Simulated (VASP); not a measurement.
Here is a VASP 6.6.1 calculation.

The input INCAR:

```
SYSTEM = MgO
ALGO     = Normal         ! electronic algorithm
EDIFF    = 1E-8           ! SCF threshold, eV
ENCUT    = 520            ! plane-wave cutoff, eV
GGA      = PE             ! functional
IBRION   = 8              ! ionic algorithm
ISIF     = 2              ! what is computed and relaxed
ISMEAR   = 0              ! smearing method
LASPH    = .True.         ! aspherical terms in the spheres
LCHARG   = .False.        ! write CHGCAR
LEPSILON = .True.         ! dielectric tensor by DFPT
LREAL    = .False.        ! projectors in reciprocal space
LWAVE    = .False.        ! write WAVECAR
NBANDS   = 11             ! bands
NELM     = 80             ! most SCF steps
NSW      = 1              ! ionic steps
PREC     = Accurate       ! precision mode
SIGMA    = 0.01           ! smearing width, eV
```

File KPOINTS:

```
k-points
0
Gamma
  10 10 10
  0 0 0
```

Contents of POSCAR:

```
MgO
1.0
    0.0000000000      2.1126478249      2.1126478249
    2.1126478249      0.0000000000      2.1126478249
    2.1126478249      2.1126478249      0.0000000000
Mg O
1 1
Direct
    0.0000000000      0.0000000000      0.0000000000
    0.5000000000      0.5000000000      0.5000000000
```

Potentials or basis: VASP PAW PBE potentials, release 64 (Mg, O).

Run with:

```console
$ cat potpaw_PBE.64/Mg/POTCAR potpaw_PBE.64/O/POTCAR > POTCAR
$ mpirun -np 1 vasp_std > vasp.out
```

(1) Estimate the electronic dielectric tensor (diagonal).

(2) What does it give for the Born charges (mean of the diagonal)?

(3) Predict the highest phonon frequency at Γ, LO-TO splitting left out.

Answers

(1) 3.14.

(2) Mg +1.97; O -1.97 e.

(3) 387 cm⁻¹.

Caveat: the cell differs from its parent crystal (phonons at volume x 0.98); the cell wasn't relaxed at this level first, which shifts response properties.
